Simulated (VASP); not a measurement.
Si2Br, 6 atoms in the cell. Symmetry: P4_2/mmc, No. 131, tetragonal system. Conventional cell: a = 3.439 Å, b = 3.439 Å, c = 12.880 Å, α = 90.00°, β = 90.00°, γ = 90.00°. Within 3.0 Å of Si (site symmetry 2mm) lie 2 Br at 2.26 Å. Br (site symmetry -4m2) has 4 Si at 2.26 Å within 3.0 Å. The cell was built from a structure type or drawn by symmetry, and may not be a known phase.

```yaml
Program: VASP 6.6.1
Task: single point
Functional: PBE
Potentials_or_basis: VASP PAW PBE potentials, release 64 (Si, Br)
Cutoff: 520 eV
k_mesh: 6 × 6 × 2
Occupations: gaussian, width 0.1 eV
Spin: no spin polarisation
Dipole_correction: no
Further_INCAR_settings: ALGO = Normal; EDIFF = 1e-06; NBANDS = 24
```

Potentials or basis: VASP PAW PBE potentials, release 64 (Si, Br).

The run is started by

```console
$ cat potpaw_PBE.64/Si/POTCAR potpaw_PBE.64/Br/POTCAR > POTCAR
$ mpirun -np 1 vasp_std > vasp.out
```

Hardware: 1 thread of AMD EPYC 7R13 (shared host).

**Question.** How long does it take, and how much memory?

**Answer.** Run time: 110 s on 1 thread of AMD EPYC 7R13 (shared host), peak memory 0.24 GiB. Counts: scf iterations 13, k points 20.
